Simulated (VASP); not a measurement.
The system is GaBAs4.

```xyz
6
Lattice="0.0000 3.8983 3.8983 3.8983 0.0000 3.8983 3.8983 3.8983 0.0000" Properties=species:S:1:pos:R:3 pbc="T T T"
Ga    0.0000    0.0000    0.0000
B     1.9492    1.9492    1.9492
As    4.8463    2.9504    2.9504
As    4.8463    4.8463    4.8463
As    2.9504    4.8463    2.9504
As    2.9504    2.9504    4.8463
```

* Program: VASP 6.6.1
* Task: relaxation of cell and atoms
* Functional: PBE
* Potentials or basis: VASP PAW PBE potentials, release 64 (Ga_d, B, As)
* Cutoff: 600 eV
* k mesh: 8 × 8 × 8
* Occupations: gaussian, width 0.1 eV
* Spin: no spin polarisation

At the start: pressure 1.4 GPa; volume 19.75 Å³/atom.

Problem. Where does the relaxation end?

Solution. Over 8 steps the energy falls by 2.3 meV/atom and the volume is 20.14 Å³/atom (+2.0 %); space group F-43m (No. 216, to 0.1 Å) before and after.

Step by step:
| step | energy change (eV) | largest force (eV/Å) | pressure (GPa) | volume (Å³) |
| --- | --- | --- | --- | --- |
| 1 | 0.0000 | 0.1239 | 1.39 | 118.49 |
| 2 | -0.0130 | 0.0296 | -0.14 | 121.46 |
| 3 | -0.0130 | 0.0353 | -0.04 | 121.25 |
| 4 | -0.0130 | 0.0338 | -0.07 | 121.31 |
| 5 | -0.0133 | 0.0285 | -0.06 | 121.24 |
| 6 | -0.0138 | 0.0130 | -0.03 | 121.03 |
| 7 | -0.0136 | 0.0174 | 0.08 | 120.61 |
| 8 | -0.0139 | 0.0009 | 0.00 | 120.86 |

Final structure:
```
Ga B As
1.0
     0.00000    3.92422    3.92422
     3.92422    0.00000    3.92422
     3.92422    3.92422    0.00000
Ga B As
1 1 4
Direct
  0.00000 0.00000 0.00000
  0.25000 0.25000 0.25000
  0.13147 0.62284 0.62284
  0.62284 0.62284 0.62284
  0.62284 0.13147 0.62284
  0.62284 0.62284 0.13147
```
